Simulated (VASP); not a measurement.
## CdOs3: single point with PBE

The system is CdOs3.

```
Cd Os
1.0
     3.95845    0.00000    0.00000
     0.00000    3.95845    0.00000
     0.00000    0.00000    3.95845
Cd Os
1 3
Direct
  0.00000 0.00000 0.00000
  0.00000 0.50000 0.50000
  0.50000 0.00000 0.50000
  0.50000 0.50000 0.00000
```

```
Program                : VASP 6.6.1
Task                   : single point
Functional             : PBE
Potentials or basis    : VASP PAW PBE potentials, release 64 (Cd, Os)
Cutoff                 : 520 eV
k mesh                 : 12 × 12 × 12
Occupations            : gaussian, width 0.1 eV
Spin                   : no spin polarisation
Dipole correction      : no
Further INCAR settings : ALGO = Fast; EDIFF = 1e-06; NBANDS = 26
```

```
Pressure               : 0.8 GPa
Band gap on the k mesh : zero (bands 18 and 19 overlap by 1.89 eV)
```

Levels at points of the mesh, in eV from the Fermi level:
```
           k point  band 14  band 15  band 16  band 17  band 18  band 19  band 20  band 21  band 22  band 23
(0.00, 0.00, 0.00)    -0.26    -0.26     1.01     1.01     1.30     1.30     1.30     2.18     2.81     2.81
(0.50, 0.00, 0.00)    -2.16    -1.90    -1.17    -0.76    -0.59    -0.59    -0.53     1.10     2.82     6.31
(0.50, 0.50, 0.00)    -1.94    -1.94    -1.12    -1.12    -1.12    -0.08    -0.01     0.07     1.45     3.78
(0.50, 0.50, 0.50)    -1.14    -1.14    -0.49    -0.49    -0.49    -0.12     0.33     0.33     2.22     2.22
```

It took 50 s on 1 thread of Intel(R) Xeon(R) 6975P-C (Granite Rapids), with other jobs on the host, peak memory 0.25 GiB.

Caveat: spin-orbit coupling is left out, which moves the levels of the heavy elements.
